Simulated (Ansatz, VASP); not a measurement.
## V: VASP beside Ansatz

```
CELL_PARAMETERS angstrom
0.00000 1.90992 1.90992
1.90992 0.00000 1.90992
1.90992 1.90992 0.00000
ATOMIC_POSITIONS crystal
V 0.00000 0.00000 0.00000
```

Alike in both runs: functional PBE; k mesh 8 × 8 × 8; occupations gaussian, width 0.1 eV; no spin polarisation.

Ansatz relaxed the structure, and its values are those at the end. VASP's run is a single point on that final structure, the one shown.

|  | VASP | Ansatz |
| --- | --- | --- |
| version | VASP 6.6.1 | Ansatz 0.2.0 |
| potentials or method | VASP PAW PBE potentials, release 64 (V_sv), cutoff 500 eV | scalar-relativistic, plane waves, PAW |
| valence electrons in the cell | 13 | 13 |

VASP gave:

| Property | Result |
| --- | --- |
| gap on the k mesh at the Fermi level (eV) | none |
| pressure (GPa) | 0.1 |

Q: What did Ansatz give for the same quantities?

A: gap on the k mesh at the Fermi level (eV): none; pressure (GPa): 0.0.

A gap of «none» marks a metal or a gap that the smearing closes.
